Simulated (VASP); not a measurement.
The system is SnS3.

```
Sn S
1.0
     4.39649    0.00000    0.00000
     0.00000    4.39649    0.00000
     0.00000    0.00000    4.39649
Sn S
1 3
Cartesian
  0.0000 0.0000 0.0000
  2.1982 2.1982 0.0000
  0.0000 2.1982 2.1982
  2.1982 0.0000 2.1982
```

* Program: VASP 6.6.1
* Task: relaxation of cell and atoms
* Functional: PBE
* Potentials or basis: VASP PAW PBE potentials, release 64 (Sn_d, S)
* Cutoff: 600 eV
* k mesh: 10 × 10 × 10
* Occupations: gaussian, width 0.1 eV
* Spin: no spin polarisation

At the start: pressure -3.7 GPa; volume 21.25 Å³/atom.

Task: How do energy, volume and symmetry change on relaxing?

Result: Over 3 steps the energy falls by 20.3 meV/atom and the volume is 19.61 Å³/atom (-7.7 %); space group Pm-3m (No. 221, to 0.05 Å).

Step by step:
| step | energy change (eV) | largest force (eV/Å) | pressure (GPa) | volume (Å³) |
| --- | --- | --- | --- | --- |
| 1 | 0.0000 | 0.0000 | -3.72 | 84.98 |
| 2 | -0.0805 | 0.0000 | -0.42 | 79.05 |
| 3 | -0.0813 | 0.0000 | -0.01 | 78.45 |

Final structure:
```
Sn S
1.0
     4.28083    0.00000    0.00000
     0.00000    4.28083    0.00000
     0.00000    0.00000    4.28083
Sn S
1 3
Direct
  0.00000 0.00000 0.00000
  0.50000 0.50000 0.00000
  0.00000 0.50000 0.50000
  0.50000 0.00000 0.50000
```
